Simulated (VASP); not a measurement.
Input of a VASP 6.6.1 run:

INCAR

```
SYSTEM = Si4N
ALGO = Normal ; DIPOL = 0.5 0.5 0.335
EDIFF = 1E-6 ; ENCUT = 520
GGA = PE ; IDIPOL = 3
ISIF = 2 ; ISMEAR = 0
ISPIN = 2 ; IVDW = 12
LASPH = .TRUE. ; LCHARG = .FALSE.
LDIPOL = .TRUE. ; LORBIT = 11
LREAL = .FALSE. ; LWAVE = .FALSE.
MAGMOM = 0 0 0 0 3 ; NBANDS = 22
NELM = 150 ; PREC = Accurate
SIGMA = 0.05
```

KPOINTS

```
k-points
0
G
  7 7 1
  0 0 0
```

Contents of POSCAR:

```
Si4N
1.0
    3.8333442755      0.0000000000      0.0000000000
    0.0000000000      3.8333442755      0.0000000000
    0.0000000000      0.0000000000     21.1034818114
Si N
4 1
Direct
    0.0000000000      0.5000000000      0.1895421825
    0.0000000000      0.0000000000      0.2537634269
    0.5000000000      0.0000000000      0.3207061922
    0.5000000000      0.5000000000      0.3839879070
    0.5000000000      0.5000000000      0.5261445439
```

Potentials or basis: VASP PAW PBE potentials, release 64 (Si, N).

The run is started by

```console
$ cat potpaw_PBE.64/Si/POTCAR potpaw_PBE.64/N/POTCAR > POTCAR
$ mpirun -np 1 vasp_std > vasp.out
```

(1) What does it give for the net moment?

(2) Estimate the largest force.

Answers

(1) 2.54 μB per cell.

(2) 0.671 eV/Å.
